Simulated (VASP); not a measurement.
Wanted: the native input for a VASP 6.6.1 run.

```
Task                   : relaxation of cell and atoms
Functional             : PBE
Potentials or basis    : VASP PAW PBE potentials, release 64 (H, Pt, C)
Cutoff                 : 600 eV
k mesh                 : 4 × 4 × 4
Occupations            : gaussian, width 0.1 eV
Spin                   : no spin polarisation
Dipole correction      : no
Further INCAR settings : ALGO = Normal; EDIFF = 1e-06; IBRION = 2; EDIFFG = -0.04; NSW = 90; ISIF = 3
```

The structure of H6PtC2 lies in POSCAR:

```
H6PtC2
1.0
    0.0000000000      3.5346365100      3.5346365100
    3.5346365100      0.0000000000      3.5346365100
    3.5346365100      3.5346365100      0.0000000000
H Pt C
6 1 2
Direct
    0.7518000000      0.2482000000      0.2482000000
    0.2482000000      0.7518000000      0.2482000000
    0.2482000000      0.7518000000      0.7518000000
    0.7518000000      0.2482000000      0.7518000000
    0.2482000000      0.2482000000      0.7518000000
    0.7518000000      0.7518000000      0.2482000000
    0.0000000000      0.0000000000      0.0000000000
    0.2500000000      0.2500000000      0.2500000000
    0.7500000000      0.7500000000      0.7500000000
```

One way to write it, as run:

INCAR

```
  PREC = Accurate
  ENCUT = 600
  EDIFF = 1E-6
  ISMEAR = 0
  SIGMA = 0.1
  LREAL = False
  LASPH = True
  NELM = 100
  ALGO = Normal
  ISIF = 3
  LWAVE = False
  LCHARG = False
  GGA = PE
  IBRION = 2
  NSW = 90
  EDIFFG = -0.04
```

KPOINTS

```
regular mesh
0
Gamma
  4 4 4
```

Potentials or basis: VASP PAW PBE potentials, release 64 (H, Pt, C).

The run is started by

```sh
$ cat potpaw_PBE.64/H/POTCAR potpaw_PBE.64/Pt/POTCAR potpaw_PBE.64/C/POTCAR > POTCAR
$ mpirun -np 1 vasp_std > vasp.out
```

It gave:

* Relaxed volume: 5.53 Å³/atom
* Relaxed cell: a = 4.128 Å, b = 4.128 Å, c = 4.128 Å, α = 60.00°, β = 60.00°, γ = 60.00°
* Space group after relaxing (to 0.05 Å): Fm-3m (No. 225)
* Energy gained by relaxing: 220.2 meV/atom
* Ionic steps: 16
* Pressure after relaxing: -0.1 GPa
* Band gap on the k mesh: zero (band 12 reaches 7.52 eV, above the bottom of band 13 at 5.85 eV)

Caveat: the k points lie up to 0.47 Å⁻¹ apart in the final cell; the volume moved by over 15 % at a fixed basis, so the end points are rough; spin-orbit coupling is left out, which moves the levels of the heavy elements.

Wall time 3.3 min on 1 thread of Intel(R) Xeon(R) 6975P-C (Granite Rapids), on a shared host, peak memory 0.26 GiB.
